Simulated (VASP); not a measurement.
# NbP (P6_3/mmc) in VASP: a series of runs, part 2 of 2

VASP 6.6.1. The steps go on from the part before.

### Step 3. Single point, PBE (volume scaled by 1.100)

Contents of INCAR:

```
ALGO = Normal
EDIFF = 1E-6
ENCUT = 500
GGA = PE
GGA_COMPAT = F
ISIF = 2
ISMEAR = 0
LASPH = T
LCHARG = T
LELF = T
LREAL = F
LVHAR = T
LWAVE = F
NBANDS = 26
NELM = 120
PREC = Accurate
SIGMA = 0.05
```

Contents of KPOINTS:

```
k-points
0
Gamma
  10 10 8
```

Contents of POSCAR:

```
NbP
1.0
    3.4553136272      0.0000000000      0.0000000000
   -1.7276568136      2.9923893792      0.0000000000
    0.0000000000      0.0000000000      6.8054808605
Nb P
2 2
Direct
    0.0000000000      0.0000000000      0.0000000000
    0.0000000000      0.0000000000      0.5000000000
    0.3333333333      0.6666666667      0.2500000000
    0.6666666667      0.3333333333      0.7500000000
```

Potentials or basis: VASP PAW PBE potentials, release 64 (Nb_sv, P).

On the command line:

```
cat potpaw_PBE.64/Nb_sv/POTCAR potpaw_PBE.64/P/POTCAR > POTCAR
mpirun -np 1 vasp_std > vasp.out
```

It took 76 s on 1 thread of AMD EPYC 9R45 (Zen 5), shared host; peak memory 0.22 GiB.

Results (log left out):

```yaml
Free_energy: -34.7739 eV
Pressure: -14.1 GPa
Band_gap_on_the_k_mesh: zero (band 18 reaches 9.79 eV, above the bottom of band 19 at 9.35 eV)
```

Stress tensor (GPa, compression positive):
```
-14.09   0.00   0.00
  0.00 -14.09   0.00
  0.00   0.00 -14.17
```

Levels at points of the mesh, in eV from the Fermi level:
```tsv
k point	band 15	band 16	band 17	band 18	band 19	band 20	band 21	band 22
(0.00, 0.00, 0.00)	-0.99	-0.55	-0.55	-0.16	-0.16	0.86	0.86	1.55
(0.50, 0.00, 0.00)	-2.62	-2.34	-1.04	-0.68	0.69	2.21	2.43	2.77
(0.00, 0.00, 0.50)	-2.00	-2.00	0.29	0.29	0.40	0.40	0.40	0.40
(0.50, 0.00, 0.50)	-2.40	-2.40	-1.29	-1.29	2.31	2.31	2.48	2.48
```

### Step 4. Single point, PBE (volume scaled by 0.945)

Contents of INCAR:

```
ALGO = Normal
EDIFF = 1E-6
ENCUT = 500
GGA = PE
GGA_COMPAT = False
ISIF = 2
ISMEAR = 0
LASPH = True
LCHARG = False
LREAL = False
LWAVE = False
NBANDS = 26
NELM = 120
PREC = Accurate
SIGMA = 0.05
```

KPOINTS is that of step 3.

Contents of POSCAR:

```
NbP
1.0
    3.2322069171      0.0000000000      0.0000000000
   -1.6161034586      2.7991733005      0.0000000000
    0.0000000000      0.0000000000      6.6815092731
Nb P
2 2
Direct
    0.0000000000      0.0000000000      0.0000000000
    0.0000000000      0.0000000000      0.5000000000
    0.3333333333      0.6666666667      0.2500000000
    0.6666666667      0.3333333333      0.7500000000
```

Potentials or basis: VASP PAW PBE potentials, release 64 (Nb_sv, P).

On the command line:

```
cat potpaw_PBE.64/Nb_sv/POTCAR potpaw_PBE.64/P/POTCAR > POTCAR
mpirun -np 1 vasp_std > vasp.out
```

OUTCAR:

```text
EDIFF = 1E-6
   ENCUT = 500
   GGA = PE
   ISIF = 2
   ISMEAR = 0
   LASPH = True
   LREAL = False
   NELM = 120
   PREC = Accurate

 ion  position               nearest neighbor table
   1  0.000  0.000  0.000-   3 2.50   4 2.50   4 2.50   3 2.50   4 2.50   3 2.50
   2  0.000  0.000  0.500-   3 2.50   4 2.50   4 2.50   3 2.50   4 2.50   3 2.50
   3  0.333  0.667  0.250-   1 2.50   2 2.50   1 2.50   2 2.50   1 2.50   2 2.50
   4  0.667  0.333  0.750-   1 2.50   2 2.50   1 2.50   2 2.50   1 2.50   2 2.50
[... 900 lines left out ...]
  Direction    XX          YY          ZZ          XY          YZ          ZX
  --------------------------------------------------------------------------------------
  -------------------------------------------------------------------------------------
  Total        4.0520575      4.0520575      4.0219441     -0.0000000      0.0000000     -0.0000000
  in kB      107.3946549    107.3946549    106.5965363     -0.0000000      0.0000000     -0.0000000
  external PRESSURE =     107.1286153 kB  Pullay stress =       0.0000000 kB

 VOLUME and BASIS-vectors are now :
 -----------------------------------------------------------------------------
  energy-cutoff  :      500.00
  volume of cell :       60.45
      direct lattice vectors                 reciprocal lattice vectors
     3.232206917  0.000000000  0.000000000     0.309386133  0.178624167  0.000000000
    -1.616103459  2.799173301  0.000000000     0.000000000  0.357248335  0.000000000
     0.000000000  0.000000000  6.681509273     0.000000000  0.000000000  0.149666783

 POSITION                                       TOTAL-FORCE (eV/Angst)
 -----------------------------------------------------------------------------------
      0.00000      0.00000      0.00000         0.000000      0.000000      0.000000
      0.00000      0.00000      3.34075         0.000000      0.000000      0.000000
     -0.00000      1.86612      1.67038        -0.000000      0.000000     -0.000000
      1.61610      0.93306      5.01113         0.000000     -0.000000     -0.000000
 -----------------------------------------------------------------------------------
    total drift:                               -0.000000      0.000000      0.000000

  FREE ENERGIE OF THE ION-ELECTRON SYSTEM (eV)
  ---------------------------------------------------
  free  energy   TOTEN  =       -34.9733524646 eV

  energy  without entropy=      -34.9703179953  energy(sigma->0) =      -34.97183523
```

Wall time 55 s (1 thread of AMD EPYC 9R45 (Zen 5), shared host); peak memory 0.2 GiB.

What came out:

```
Free energy            : -34.9734 eV
Pressure               : 10.7 GPa
Band gap on the k mesh : zero (band 18 reaches 11.85 eV, above the bottom of band 19 at 11.25 eV)
```

Levels at points of the mesh, in eV from the Fermi level:
```
           k point  band 14  band 15  band 16  band 17  band 18  band 19  band 20  band 21  band 22  band 23
(0.00, 0.00, 0.00)    -2.66    -1.11    -0.58    -0.58    -0.01    -0.01     1.54     1.54     1.96     1.96
(0.50, 0.00, 0.00)    -3.35    -2.87    -2.45    -1.60    -0.24     0.79     3.13     3.17     3.35     4.06
(0.00, 0.00, 0.50)    -1.92    -1.92    -1.92     0.16     0.16     0.64     0.64     0.64     0.64     4.38
(0.50, 0.00, 0.50)    -3.90    -2.41    -2.41    -1.64    -1.64     2.91     2.91     3.23     3.23     4.06
```

### Step 5. Overview

| cell | gap on the mesh (eV) | pressure (GPa) |
| --- | --- | --- |
| a = 3.415, b = 3.415, c = 6.778 Å, angles 90.0, 90.0, 120.0°, 4 atoms | none | -10.7 |
| a = 3.455, b = 3.455, c = 6.805 Å, angles 90.0, 90.0, 120.0°, 4 atoms | none | -14.1 |
| a = 3.232, b = 3.232, c = 6.682 Å, angles 90.0, 90.0, 120.0°, 4 atoms | none | 10.7 |

Alike in all rows: task single point; level PBE; potentials or basis VASP PAW PBE potentials, release 64 (Nb_sv, P); no spin polarisation; k mesh 10 × 10 × 8; cutoff (eV) 500; smearing gaussian 0.05 eV.

Absolute energies hang on the potentials; compare differences alone.
